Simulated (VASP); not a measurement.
# Mo in VASP: single point with LDA

Aim: the single point of Mo with LDA.

Program: VASP 6.6.1. These are calculated values, not measurements. Logs are shortened: lines on timing, memory, paths and dates and some standing lists are left out, and cuts for length are marked.

## (1) The cell of the first run

The cell holds a slab with vacuum, 8 atoms: a = 2.954 Å, b = 4.177 Å, c = 28.245 Å, α = 90.00°, β = 90.00°, γ = 90.00°.

## (2) Single point, LDA

The input, INCAR:

```
  PREC = Accurate
  ENCUT = 520
  EDIFF = 1E-7
  ISMEAR = 1
  SIGMA = 0.1
  LREAL = False
  LASPH = True
  NELM = 100
  ALGO = Normal
  ISIF = 2
  LWAVE = False
  LCHARG = False
  LDIPOL = True
  IDIPOL = 3
  DIPOL = 0.5 0.5 0.646
  NBANDS = 66
```

The input, KPOINTS:

```
Automatic mesh
0
Gamma
  12 8 1
```

The input, POSCAR:

```
Mo
1.0
    2.9538694702      0.0000000000      0.0000000000
    0.0000000000      4.1774022858      0.0000000000
    0.0000000000      0.0000000000     28.2454477060
Mo
8
Direct
    0.5000000000      0.0000000000      0.5196535970
    0.0000000000      0.5000000000      0.5289322071
    0.0000000000      1.0000000000      0.6059136508
    0.5000000000      0.5000000000      0.6066930387
    0.5000000000      1.0000000000      0.6877331709
    0.0000000000      0.5000000000      0.6876735377
    0.0000000000      0.0000000000      0.7680072253
    0.5000000000      0.5000000000      0.7665461722
```

Potentials or basis: VASP PAW LDA potentials, release 64 (Mo_sv).

Started as:

```
cat potpaw_LDA.64/Mo_sv/POTCAR > POTCAR
mpirun -np 1 vasp_std > vasp.out
```

OUTCAR:

```text
PREC = Accurate
   ENCUT = 520
   EDIFF = 1E-7
   ISMEAR = 1
   LREAL = False
   LASPH = True
   NELM = 100
   ISIF = 2

 ion  position               nearest neighbor table
   1  0.500  0.000  0.520-   2 2.57   2 2.57   2 2.57   2 2.57   3 2.85   3 2.85   4 3.23   4 3.23

   2  0.000  0.500  0.529-   1 2.57   1 2.57   1 2.57   1 2.57   4 2.65   4 2.65   3 3.02   3 3.02

   3  0.000  0.000  0.606-   4 2.56   4 2.56   4 2.56   4 2.56   5 2.74   5 2.74   1 2.85   1 2.85
                             2 3.02   2 3.02   6 3.11   6 3.11
   4  0.500  0.500  0.607-   3 2.56   3 2.56   3 2.56   3 2.56   2 2.65   2 2.65   6 2.72   6 2.72
                             5 3.10   5 3.10   1 3.23   1 3.23
   5  0.500  0.000  0.688-   6 2.56   6 2.56   6 2.56   6 2.56   7 2.71   7 2.71   3 2.74   3 2.74
                             8 3.05   8 3.05   4 3.10   4 3.10
   6  0.000  0.500  0.688-   5 2.56   5 2.56   5 2.56   5 2.56   8 2.67   8 2.67   4 2.72   4 2.72
                             7 3.08   7 3.08   3 3.11   3 3.11
   7  0.000  0.000  0.768-   8 2.56   8 2.56   8 2.56   8 2.56   5 2.71   5 2.71   6 3.08   6 3.08

   8  0.500  0.500  0.767-   7 2.56   7 2.56   7 2.56   7 2.56   6 2.67   6 2.67   5 3.05   5 3.05

  LATTYP: Found a simple orthorhombic cell.
 ALAT       =     2.9538694702
 B/A-ratio  =     1.4142135690
 C/A-ratio  =     9.5621854625

  Lattice vectors:

 A1 = (   2.9538694702,   0.0000000000,   0.0000000000)
 A2 = (   0.0000000000,   4.1774022858,   0.0000000000)
 A3 = (   0.0000000000,   0.0000000000,  28.2454477060)

Analysis of symmetry for initial positions (statically):
=====================================================================
 Subroutine PRICEL returns:
 Original cell was already a primitive cell.

 Routine SETGRP: Setting up the symmetry group for a
 simple orthorhombic supercell.

 Subroutine GETGRP returns: Found  4 space group operations
 (whereof  4 operations were pure point group operations)
 out of a pool of  8 trial point group operations.

The static configuration has the point symmetry C_2v.

Analysis of symmetry for dynamics (positions and initial velocities):
=====================================================================
 Subroutine PRICEL returns:
 Original cell was already a primitive cell.

 Routine SETGRP: Setting up the symmetry group for a
 simple orthorhombic supercell.

 Subroutine GETGRP returns: Found  4 space group operations
 (whereof  4 operations were pure point group operations)
 out of a pool of  8 trial point group operations.

The dynamic configuration has the point symmetry C_2v.

 Subroutine INISYM returns: Found  4 space group operations
[... 125 lines left out ...]
   EFERMI_NEDOS =   21; number of points for ismear=-14 and -15
   IALGO  =     38    algorithm
   IMIX   =      4    mixing-type and parameters
     AMIX     =   0.40;   BMIX     =  1.00
     AMIX_MAG =   1.60;   BMIX_MAG =  1.00
  volume/ion in A,a.u.               =      43.57       294.00
  Fermi-wavevector in a.u.,A,eV,Ry     =   1.121327  2.119000 17.107605  1.257373
  Thomas-Fermi vector in A             =   2.257979
   LORBIT       =      0    0 simple, 1 ext, 2 COOP (PROOUT), +10 PAW based schemes
   GGA     = CA    functional components
   LHFCALC =     F    Hartree Fock is set to
   AEXX    =    0.0000 exact exchange contribution
   IVDW    =     0    specifies the selected vdW correction
   LEPSILON=     F    determine dielectric tensor
   LRPA    =     F    only Hartree local field effects (RPA)
 non-spin polarized calculation
 Methfessel and Paxton  Order N= 1 SIGMA  =   0.10
  energy-cutoff  :      520.00
  volume of cell :      348.53
 maximum number of plane-waves:      9481
 NGX is ok and might be reduce to    24
   NGX = 11   NGY = 15   NGZ =105

 dipolmoment           0.000000      0.000000     -0.000878 electrons x Angstroem

 number of electron     111.9999997 magnetization

 dipolmoment           0.000000      0.000000      0.006738 electrons x Angstroem

 Free energy of the ion-electron system (eV)
  ---------------------------------------------------
  ext. energy  EPLUGINS =         0.00000000
  ---------------------------------------------------
  free energy    TOTEN  =       -91.02875016 eV

  energy without entropy =      -91.03266541  energy(sigma->0) =      -91.03005524

 E-fermi :   1.2418     XC(G=0):  -5.4126

 val. band max:        1.2410713112   @ k =   0.0833   0.1250   0.0000
 cond. band min:       1.2426242159   @ k =   0.2500   0.1250   0.0000
 fundamental gap:      0.0015529047
 Fermi energy:         1.2417544587

 k-point     1 :       0.0000    0.0000    0.0000
  band No.  band energies     occupation
      1     -59.7864      2.00000
      2     -59.6565      2.00000
      3     -59.4712      2.00000
      4     -59.4517      2.00000
      5     -59.2745      2.00000
      6     -59.1848      2.00000
[... 1645 lines left out ...]
     65       2.7000     -0.00000
     66       2.7674     -0.00000

 [... further k-points ...]

------------------------ aborting loop because EDIFF is reached ----------------------------------------

 vacuum level on the upper side and lower side of the slab       (xc-potential included)        -0.094        -0.193

  FORCE on cell =-STRESS in cart. coord.  units (eV):
  Direction    XX          YY          ZZ          XY          YZ          ZX
  --------------------------------------------------------------------------------------
  -------------------------------------------------------------------------------------
  Total       15.7631144     11.9257733     -1.5679069      0.0000000      0.0000000      0.0000000
  in kB       72.4613708     54.8215197     -7.2075023      0.0000000      0.0000000      0.0000000
  external PRESSURE =      40.0251294 kB  Pullay stress =       0.0000000 kB

 VOLUME and BASIS-vectors are now :
 -----------------------------------------------------------------------------
  energy-cutoff  :      520.00
  volume of cell :      348.53
      direct lattice vectors                 reciprocal lattice vectors
     2.953869470  0.000000000  0.000000000     0.338538994  0.000000000  0.000000000
     0.000000000  4.177402286  0.000000000     0.000000000  0.239383218  0.000000000
     0.000000000  0.000000000 28.245447706     0.000000000  0.000000000  0.035403935

 POSITION                                       TOTAL-FORCE (eV/Angst)
 -----------------------------------------------------------------------------------
      1.47693      0.00000     14.67785         0.000000      0.000000      0.920569
      0.00000      2.08870     14.93993         0.000000      0.000000     -0.233951
      0.00000      0.00000     17.11430         0.000000      0.000000     -0.453396
      1.47693      2.08870     17.13632         0.000000      0.000000     -0.330972
      1.47693      0.00000     19.42533         0.000000      0.000000      0.061137
      0.00000      2.08870     19.42365         0.000000      0.000000      0.033188
      0.00000      0.00000     21.69271         0.000000      0.000000      0.174392
      1.47693      2.08870     21.65144         0.000000      0.000000     -0.170965
 -----------------------------------------------------------------------------------
    total drift:                                0.000000     -0.000000      0.000168

  FREE ENERGIE OF THE ION-ELECTRON SYSTEM (eV)
  ---------------------------------------------------
  free  energy   TOTEN  =       -91.0287501567 eV

  energy  without entropy=      -91.0326654106  energy(sigma->0) =      -91.03005524

 vacuum level on the upper side and lower side of the slab         6.240         6.140
```

OSZICAR:

```text
N       E                     dE             d eps       ncg     rms          rms(c)
DAV:   1     0.139733920791E+04    0.13973E+04   -0.70710E+04  5820   0.155E+03
DAV:   2    -0.410729444305E+02   -0.14384E+04   -0.14048E+04  5006   0.500E+02
DAV:   3    -0.955398846790E+02   -0.54467E+02   -0.52362E+02  6262   0.868E+01
[... 25 lines left out ...]
DAV:  29    -0.910287456716E+02   -0.90965E-05   -0.24776E-07  3224   0.141E-03    0.117E-03
DAV:  30    -0.910287477846E+02   -0.21130E-05   -0.33751E-08  3048   0.645E-04    0.712E-04
DAV:  31    -0.910287491116E+02   -0.13269E-05   -0.18901E-08  2792   0.467E-04    0.366E-04
DAV:  32    -0.910287501035E+02   -0.99190E-06   -0.36797E-08  2928   0.488E-04    0.865E-05
DAV:  33    -0.910287501567E+02   -0.53215E-07   -0.12428E-08  2800   0.275E-04
   1 F= -.91028750E+02 E0= -.91030055E+02  d E =0.391525E-02
```

stdout:

```text
POSCAR found type information on POSCAR Mo
 POSCAR found :  1 types and       8 ions
 scaLAPACK will be used
 LDA part: xc-table for (Slater(with rela. corr.)+CA(PZ))
 , standard interpolation
 POSCAR, INCAR and KPOINTS ok, starting setup
 FFT: planning ... GRIDC
 FFT: planning ... GRID_SOFT
 FFT: planning ... GRID
 WAVECAR not read
 entering main loop
```

Wall time 18 min (1 thread of Intel Xeon 6975P-C (Granite Rapids), shared host); peak memory 0.65 GiB.

What came out:

- Free energy: -91.0288 eV
- Largest force: 0.921 eV/Å
- Band gap on the k mesh: zero (bands 56 and 57 overlap by 2.08 eV)

Forces on the atoms (eV/Å):
```
Mo   0.000  0.000  0.921
Mo   0.000  0.000 -0.234
Mo   0.000  0.000 -0.453
Mo   0.000  0.000 -0.331
Mo   0.000  0.000  0.061
Mo   0.000  0.000  0.033
Mo   0.000  0.000  0.174
Mo   0.000  0.000 -0.171
```

Levels at points of the mesh, in eV from the Fermi level:
```tsv
k point	band 53	band 54	band 55	band 56	band 57	band 58	band 59	band 60
(0.00, 0.00, 0.00)	-0.29	-0.12	0.07	0.37	0.59	0.78	0.83	1.11
(0.50, 0.00, 0.00)	-1.29	-1.25	-1.05	-0.99	-0.75	-0.62	0.05	0.41
(0.00, 0.50, 0.00)	-0.68	-0.66	-0.61	-0.53	-0.40	-0.36	-0.26	-0.10
(0.50, 0.50, 0.00)	1.22	1.32	1.32	1.33	1.83	1.83	2.08	2.11
```
